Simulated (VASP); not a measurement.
Wanted: the native input for a VASP 6.6.1 run.

- Task: electric field gradients
- Functional: PBE
- Potentials or basis: VASP PAW PBE potentials, release 64 (Sr_sv, O)
- Cutoff: 520 eV
- k mesh: 8 × 8 × 8
- Occupations: fermi-dirac, width 0.02 eV
- Spin: no spin polarisation
- Dipole correction: no
- Further INCAR settings: ALGO = Normal; EDIFF = 1e-08; NBANDS = 15

The structure of SrO lies in POSCAR:

```
SrO
1.0
    0.0000000000      2.5173403822      2.5173403822
    2.5173403822      0.0000000000      2.5173403822
    2.5173403822      2.5173403822      0.0000000000
Sr O
1 1
Direct
    0.0000000000      0.0000000000      0.0000000000
    0.5000000000      0.5000000000      0.5000000000
```

This cell differs from its parent crystal: volume scaled by 0.94.

These files were run (other wordings do the same):

INCAR

```
SYSTEM = SrO
  PREC = Accurate
  ENCUT = 520
  EDIFF = 1E-8
  ISMEAR = -1
  SIGMA = 0.02
  LREAL = .FALSE.
  LASPH = .TRUE.
  NELM = 80
  ALGO = Normal
  ISIF = 2
  LWAVE = .FALSE.
  LCHARG = .FALSE.
  GGA = PE
  LEFG = .TRUE.
  NBANDS = 15
```

KPOINTS

```
Automatic mesh
0
G
  8 8 8
  0 0 0
```

Potentials or basis: VASP PAW PBE potentials, release 64 (Sr_sv, O).

Command:

```sh
$ cat potpaw_PBE.64/Sr_sv/POTCAR potpaw_PBE.64/O/POTCAR > POTCAR
$ mpirun -np 1 vasp_std > vasp.out
```

It gave:

```
Pressure               : 10.6 GPa
Band gap on the k mesh : 3.22 eV, indirect (least direct gap 3.26 eV)
```

Caveat: without QUAD_EFG the Cq values of the log hold for a quadrupole moment of 1 mb, not for the nuclei.

Run time: 15 s on 1 thread of Intel(R) Xeon(R) Platinum 8259CL CPU @ 2.50GHz (Skylake/Cascade Lake), on a shared host, peak memory 0.16 GiB.
